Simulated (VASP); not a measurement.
Crystal: GaAs3.

```
CELL_PARAMETERS angstrom
3.90000 0.00000 0.00000
-1.95000 3.37750 0.00000
0.00000 0.00000 13.06000
ATOMIC_POSITIONS crystal
Ga 0.33333 0.66667 0.08000
Ga 0.66667 0.33333 0.34500
As 0.33333 0.66667 0.26700
As 0.66667 0.33333 0.53200
As 0.00000 0.00000 0.00000
As 0.00000 0.00000 0.61600
As 0.33333 0.66667 0.76500
As 0.66667 0.33333 0.85300
```

```yaml
Program: VASP 6.6.1
Task: relaxation of cell and atoms
Functional: PBE
Potentials_or_basis: VASP PAW PBE potentials, release 64 (Ga_d, As)
Cutoff: 600 eV
k_mesh: 5 × 5 × 2
Occupations: gaussian, width 0.2 eV
Spin: no spin polarisation
```

At the start: pressure 4.1 GPa; volume 21.50 Å³/atom.

**Question.** Where does the relaxation end?

**Answer.** Over 12 steps the energy falls by 42.6 meV/atom and the volume is 22.91 Å³/atom (+6.5 %); space group P3m1 (No. 156, to 0.05 Å).

The path:
```tsv
step	energy change (eV)	largest force (eV/Å)	pressure (GPa)	volume (Å³)
1	0.0000	1.1181	4.10	172.03
2	-0.2310	0.6204	-1.66	186.10
3	-0.2384	0.6298	-0.90	183.84
4	-0.2841	0.4538	-0.23	182.16
5	-0.2932	0.3271	0.30	180.99
6	-0.3104	0.2312	0.07	181.62
7	-0.3216	0.3230	-0.26	182.68
8	-0.3318	0.1478	0.27	181.73
9	-0.3323	0.1182	0.44	181.48
10	-0.3388	0.1347	-0.10	183.37
11	-0.3389	0.1367	-0.15	183.57
12	-0.3410	0.0320	0.02	183.24
```

Final structure:
```xyz
8
Lattice="3.9702 0.0000 0.0000 -1.9851 3.4383 0.0000 0.0000 0.0000 13.4241" Properties=species:S:1:pos:R:3 pbc="T T T"
Ga    0.0000    2.2922    1.1246
Ga    1.9851    1.1461    4.4904
As    0.0000    2.2922    3.6512
As    1.9851    1.1461    7.0342
As    0.0000    0.0000    0.2264
As   -1.9851    3.4383    8.2194
As    0.0000    2.2922   10.2148
As    1.9851    1.1461   11.4594
```

Caveat: the relaxation stopped at a loose force limit of 0.08 eV/Å, so its end isn't a converged minimum.
